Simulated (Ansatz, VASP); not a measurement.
## Two plane-wave programs on TePb

```xyz
2
Lattice="0.0000 3.1371 3.1371 3.1371 0.0000 3.1371 3.1371 3.1371 0.0000" Properties=species:S:1:pos:R:3 pbc="T T T"
Pb    0.0000    0.0000    0.0000
Te    3.1371    3.1371    3.1371
```

Change from the starting cell: hydrostatic strain -4.0%.

Alike in both runs: task single point; functional PBE; k mesh 8 × 8 × 8; occupations fermi-dirac, width 0.02 eV; no spin polarisation.

```csv
,VASP,Ansatz
version,VASP 6.6.1,Ansatz 0.2.0
potentials or method,"VASP PAW PBE potentials, release 64 (Pb_d, Te)","plane waves, PAW"
plane-wave cutoff (eV),520,420
valence electrons in the cell,20,30
```

```tsv
	VASP	Ansatz	Ansatz less VASP
pressure (GPa)	7.2	7.3	+0.04
```

VASP's potentials hold 20 valence electrons a cell and Ansatz's 30, so a difference there can come from the potentials and not from the codes.

Neither program's run includes spin-orbit coupling.
